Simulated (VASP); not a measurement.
Write the native input for VASP 6.6.1 that does the following.

```yaml
Task: single point
Functional: LDA
Potentials_or_basis: VASP PAW LDA potentials, release 64 (Ag, Pd, O)
Cutoff: 520 eV
k_mesh: 9 × 8 × 5
Occupations: fermi-dirac, width 0.1 eV
Spin: no spin polarisation
Dipole_correction: no
Further_INCAR_settings: ALGO = Normal; EDIFF = 1e-06; NBANDS = 24
```

The structure of AgPdO2 lies in POSCAR:

```
AgPdO2
1.0
    2.8927636856      0.0000000000      0.0000000000
    0.0000000000      3.1744156359      0.0000000000
    0.0000000000      0.0000000000      5.3594169883
Ag Pd O
1 1 2
Direct
    0.5000000000      0.5000000000      0.5000000000
    0.0000000000      0.0000000000      0.0000000000
    0.5000000000      0.0000000000      0.2467736388
    0.5000000000      0.0000000000      0.7532263612
```

These files were run (other wordings do the same):

INCAR

```
SYSTEM = AgPdO2
PREC = Accurate
ENCUT = 520
EDIFF = 1E-6
ISMEAR = -1
SIGMA = 0.1
LREAL = .FALSE.
LASPH = .TRUE.
NELM = 80
ALGO = Normal
ISIF = 2
LWAVE = .FALSE.
LCHARG = .FALSE.
GGA = CA
NBANDS = 24
```

KPOINTS

```
regular mesh
0
G
  9 8 5
  0 0 0
```

Potentials or basis: VASP PAW LDA potentials, release 64 (Ag, Pd, O).

The run is started by

```bash
$ cat potpaw_LDA.64/Ag/POTCAR potpaw_LDA.64/Pd/POTCAR potpaw_LDA.64/O/POTCAR > POTCAR
$ mpirun -np 1 vasp_std > vasp.out
```

Results of the run:

| Property | Result |
| --- | --- |
| Pressure | 8.3 GPa |
| Largest force | 0.041 eV/Å |
| Band gap on the k mesh | zero (an odd number of electrons rules out a gap without spin polarisation) |

Caveat: the cell stands under pressure; an odd number of electrons without spin polarisation forces a metal; a magnetic or distorted state may lie lower.

Run time: 24 s on 1 thread of Intel(R) Xeon(R) 6975P-C (Granite Rapids), on a shared host, peak memory 0.21 GiB.
